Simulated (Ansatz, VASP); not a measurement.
**Two plane-wave programs on Mg5Te3**

```xyz
8
Lattice="6.0225 0.0000 0.0000 0.0000 6.0225 0.0000 0.0000 0.0000 6.0225" Properties=species:S:1:pos:R:3 pbc="T T T"
Mg    0.0000    3.0113    3.0113
Mg    3.0113    0.0000    3.0113
Mg    3.0113    3.0113    0.0000
Mg    0.0000    0.0000    0.0000
Mg    3.0113    3.0113    3.0113
Te    3.0113    0.0000    0.0000
Te    0.0000    3.0113    0.0000
Te    0.0000    0.0000    3.0113
```

Alike in both runs: functional PBE; k mesh 6 × 6 × 6; occupations gaussian, width 0.1 eV; no spin polarisation.

Ansatz relaxed the structure, and its values are those at the end. VASP's run is a single point on that final structure, the one shown.

```csv
,VASP,Ansatz
version,VASP 6.6.1,Ansatz 0.2.0
potentials or method,"VASP PAW PBE potentials, release 64 (Mg, Te), cutoff 520 eV","scalar-relativistic, plane waves, PAW"
valence electrons in the cell,28,98
```

|  | VASP | Ansatz | Ansatz less VASP |
| --- | --- | --- | --- |
| gap on the k mesh at the Fermi level (eV) | none | none | - |
| pressure (GPa) | 0.0 | 0.0 | +0.06 |

A gap of «none» marks a metal or a gap that the smearing closes. The functional is the same, so the differences come from potentials, cutoffs and numerics. VASP's potentials hold 28 valence electrons a cell and Ansatz's 98, so a difference there can come from the potentials and not from the codes.

Neither program's run includes spin-orbit coupling.
